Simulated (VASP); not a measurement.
## HfO2: single point with PBEsol

Crystal: HfO2.

```xyz
3
Lattice="0.0000 2.3410 2.3410 2.3410 0.0000 2.3410 2.3410 2.3410 0.0000" Properties=species:S:1:pos:R:3 pbc="T T T"
Hf    0.0000    0.0000    0.0000
O     1.1705    1.1705    1.1705
O     3.5115    3.5115    3.5115
```

This cell differs from its parent crystal: volume scaled by 0.800.

| Property | Result |
| --- | --- |
| Program | VASP 6.6.1 |
| Task | single point |
| Functional | PBEsol |
| Potentials or basis | VASP PAW PBE potentials, release 64 (Hf_pv, O) |
| Cutoff | 520 eV |
| k mesh | 8 × 8 × 8 |
| Occupations | gaussian, width 0.05 eV |
| Spin | no spin polarisation |
| Dipole correction | no |
| Further INCAR settings | ALGO = Normal; EDIFF = 1e-06; NBANDS = 18 |

```yaml
Pressure: 88.9 GPa
Band_gap_on_the_k_mesh: 4.22 eV, indirect (least direct gap 4.28 eV)
```

Levels at points of the mesh, in eV from the valence-band top:
| k point | band 7 | band 8 | band 9 | band 10 | band 11 | band 12 | band 13 | band 14 | band 15 | band 16 |
| --- | --- | --- | --- | --- | --- | --- | --- | --- | --- | --- |
| (0.00, 0.00, 0.00) | -7.09 | -7.09 | -0.75 | -0.75 | -0.75 | 4.22 | 4.22 | 7.55 | 13.76 | 13.76 |
| (0.50, 0.00, 0.00) | -5.80 | -3.42 | -3.30 | -2.08 | -2.08 | 5.34 | 5.34 | 9.46 | 9.57 | 12.16 |
| (0.50, 0.50, 0.00) | -3.95 | -3.95 | -2.02 | -2.02 | 0.00 | 4.28 | 6.70 | 9.06 | 10.39 | 10.39 |

Wall time 16 s on 1 thread of Intel(R) Xeon(R) Platinum 8375C CPU @ 2.90GHz (Ice Lake) (shared host), peak memory 0.16 GiB.

Caveat: the PAW data sets were made with another functional, which shifts forces and pressure a little; spin-orbit coupling is left out, which moves the levels of the heavy elements. A k mesh can miss the band edges.
